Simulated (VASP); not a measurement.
Input of a VASP 6.6.1 run:

File POSCAR:

```
ZrS
1.0
    0.0000000000      2.7037500000      2.6250000000
    2.5462500000      0.0000000000      2.6250000000
    2.5462500000      2.7037500000      0.0000000000
Zr S
1 1
Direct
    0.0000000000      0.0000000000      0.0000000000
    0.5000000000      0.5000000000      0.5000000000
```

INCAR.step1

```
PREC     = Accurate       # precision mode
ENCUT    = 520            # plane-wave cutoff, eV
ISMEAR   = 0              # smearing method
SIGMA    = 0.15           # smearing width, eV
LREAL    = F              # projectors in reciprocal space
LASPH    = T              # aspherical terms in the spheres
NELM     = 80             # most SCF steps
NBANDS   = 16             # bands
GGA      = PE             # functional
ALGO     = Normal         # electronic algorithm
EDIFF    = 1E-4           # SCF threshold, eV
LWAVE    = T              # write WAVECAR
LCHARG   = F              # write CHGCAR
```

File INCAR.step2:

```
PREC     = Accurate       # precision mode
ENCUT    = 520            # plane-wave cutoff, eV
EDIFF    = 1E-6           # SCF threshold, eV
ISMEAR   = 0              # smearing method
SIGMA    = 0.15           # smearing width, eV
LREAL    = F              # projectors in reciprocal space
LASPH    = T              # aspherical terms in the spheres
NELM     = 80             # most SCF steps
ALGO     = Normal         # electronic algorithm
ISIF     = 2              # what is computed and relaxed
LWAVE    = F              # write WAVECAR
LCHARG   = F              # write CHGCAR
METAGGA  = R2SCAN         # meta-GGA
LMIXTAU  = T            
NBANDS   = 16             # bands
ISTART   = 1
```

Contents of KPOINTS:

```
regular mesh
0
Gamma
  16 16 16
```

Potentials or basis: VASP PAW PBE potentials, release 64 (Zr_sv, S).

The run is started by

```sh
$ cat potpaw_PBE.64/Zr_sv/POTCAR potpaw_PBE.64/S/POTCAR > POTCAR
$ cp INCAR.step1 INCAR
$ mpirun -np 1 vasp_std > vasp.out
$ cp INCAR.step2 INCAR
$ mpirun -np 1 vasp_std > vasp.out
```

Estimate the pressure.

-0.9 GPa.

Estimate the band gap on the k mesh.

zero (band 9 reaches 12.35 eV, above the bottom of band 10 at 9.50 eV).

Stress tensor (GPa, compression positive):
```
 7.75  0.00  0.00
 0.00 -8.36  0.00
 0.00  0.00 -2.18
```

Caveat: the cell differs from its parent crystal (strain -0.0300 x Voigt [1, -1, 0, 0, 0, 0]); the PAW data sets were made with another functional, which shifts forces and pressure a little.
